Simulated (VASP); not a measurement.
Set up this calculation in VASP 6.6.1, as the native input.

| Quantity | Value |
| --- | --- |
| Task | single point |
| Functional | PBE |
| Potentials or basis | VASP PAW PBE potentials, release 64 (Zn, O) |
| Cutoff | 520 eV |
| k mesh | 11 × 11 × 6 |
| Occupations | fermi-dirac, width 0.02 eV |
| Spin | no spin polarisation |
| Dipole correction | no |
| Further INCAR settings | ALGO = Normal; EDIFF = 1e-06; NBANDS = 26 |

The structure of ZnO lies in POSCAR:

```
ZnO
1.0
    3.2493987239      0.0000000000      0.0000000000
   -1.6246993619      2.8140618419      0.0000000000
    0.0000000000      0.0000000000      5.0997240000
Zn O
2 2
Direct
    0.3333333333      0.6666666667      0.0000000000
    0.6666666667      0.3333333333      0.5000000000
    0.3333333333      0.6666666667      0.3821000000
    0.6666666667      0.3333333333      0.8821000000
```

This cell differs from its parent crystal: zz strain of -2 %.

The input as run:

INCAR

```
ALGO = Normal
EDIFF = 1E-6
ENCUT = 520
GGA = PE
ISIF = 2
ISMEAR = -1
LASPH = T
LCHARG = F
LREAL = F
LWAVE = F
NBANDS = 26
NELM = 80
PREC = Accurate
SIGMA = 0.02
```

KPOINTS

```
k-points
0
Gamma
  11 11 6
```

Potentials or basis: VASP PAW PBE potentials, release 64 (Zn, O).

Run with:

```bash
$ cat potpaw_PBE.64/Zn/POTCAR potpaw_PBE.64/O/POTCAR > POTCAR
$ mpirun -np 1 vasp_std > vasp.out
```

It gave:

```json
{
 "Pressure": "9.3 GPa",
 "Largest force": "0.195 eV/Å",
 "Band gap on the k mesh": "0.84 eV, direct"
}
```

Caveat: the cell differs from its parent crystal (zz strain of -2 %).

Wall time 52 s on 1 thread of Intel(R) Xeon(R) Platinum 8124M CPU @ 3.00GHz (Skylake/Cascade Lake), with other jobs on the host, peak memory 0.2 GiB.
